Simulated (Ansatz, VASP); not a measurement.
## One calculation of N, two programs

The input INCAR:

```
SYSTEM = N
PREC     = Accurate       ! precision mode
ENCUT    = 520            ! plane-wave cutoff, eV
EDIFF    = 1E-6           ! SCF threshold, eV
ISMEAR   = 0              ! smearing method
SIGMA    = 0.05           ! smearing width, eV
LREAL    = .FALSE.        ! projectors in reciprocal space
LASPH    = .TRUE.         ! aspherical terms in the spheres
NELM     = 100            ! most SCF steps
ALGO     = Normal         ! electronic algorithm
ISIF     = 2              ! what is computed and relaxed
LWAVE    = .FALSE.        ! write WAVECAR
LCHARG   = .FALSE.        ! write CHGCAR
GGA      = CA             ! functional
NBANDS   = 30             ! bands
```

Contents of KPOINTS:

```
Automatic mesh
0
G
  7 7 2
  0 0 0
```

File POSCAR:

```
N
1.0
   -3.5269202438      0.0000000000      0.0000000000
   -1.7634601219     -3.0544025283      0.0000000000
   -0.5878200406      1.0181341761     13.6505029787
N
8
Direct
    0.0283086885      0.6383579782      0.9150739346
    0.1949753551      0.4716913115      0.4150739346
    0.0550246449      0.6116420218      0.8349260654
    0.2216913115      0.4449753551      0.3349260654
    0.6116420218      0.7216913115      0.1650739346
    0.4449753551      0.8883579782      0.6650739346
    0.6383579782      0.6949753551      0.0849260654
    0.4716913115      0.8616420218      0.5849260654
```

Input for Ansatz:

```yaml
crystal:
  lattice:
    - [-3.5269202438, 0.0, 0.0]
    - [-1.7634601219, -3.0544025283, 0.0]
    - [-0.5878200406, 1.0181341761, 13.6505029787]
  atoms:
    - { symbol: "N", position: [0.0283086885, 0.6383579782, 0.9150739346] }
    - { symbol: "N", position: [0.1949753551, 0.4716913115, 0.4150739346] }
    - { symbol: "N", position: [0.0550246449, 0.6116420218, 0.8349260654] }
    - { symbol: "N", position: [0.2216913115, 0.4449753551, 0.3349260654] }
    - { symbol: "N", position: [0.6116420218, 0.7216913115, 0.1650739346] }
    - { symbol: "N", position: [0.4449753551, 0.8883579782, 0.6650739346] }
    - { symbol: "N", position: [0.6383579782, 0.6949753551, 0.0849260654] }
    - { symbol: "N", position: [0.4716913115, 0.8616420218, 0.5849260654] }
basis:
  ecutwfc: 520.0
kpoints:
  mp_grid: { grid: [7, 7, 2] }
hamiltonian:
  xc: lda
scf:
  occupations: { method: gaussian, width: 0.05 }
output:
  forces: true
  stress: true
  eigenvalues: true
```

Alike in both runs: task single point; functional LDA; k mesh 7 × 7 × 2; occupations gaussian, width 0.05 eV; no spin polarisation.

|  | VASP | Ansatz |
| --- | --- | --- |
| version | VASP 6.6.1 | Ansatz 0.2.0 |
| potentials or method | VASP PAW LDA potentials, release 64 (N), cutoff 520 eV | scalar-relativistic, plane waves, PAW |
| valence electrons in the cell | 40 | 40 |

|  | VASP | Ansatz | Ansatz less VASP |
| --- | --- | --- | --- |
| gap on the k mesh at the Fermi level (eV) | 6.14 | 6.19 | +0.052 |
| least direct gap on the mesh (eV) | 6.15 | 6.21 | +0.054 |
| pressure (GPa) | 2.7 | 0.4 | -2.28 |
| traceless stress, the component that is largest in VASP (GPa) | 5.56 | 0.68 | -4.882 |
| rms of the force components (eV/Å) | 0.861 | 0.141 | -0.7201 |

LDA's correlation is that of Perdew and Zunger in VASP and of Perdew and Wang (1992) in Ansatz. Atom by atom the forces differ by 0.885 eV/Å (rms over components).

Noted on VASP's run: the standard files for N, O and F lose accuracy on very short bonds.
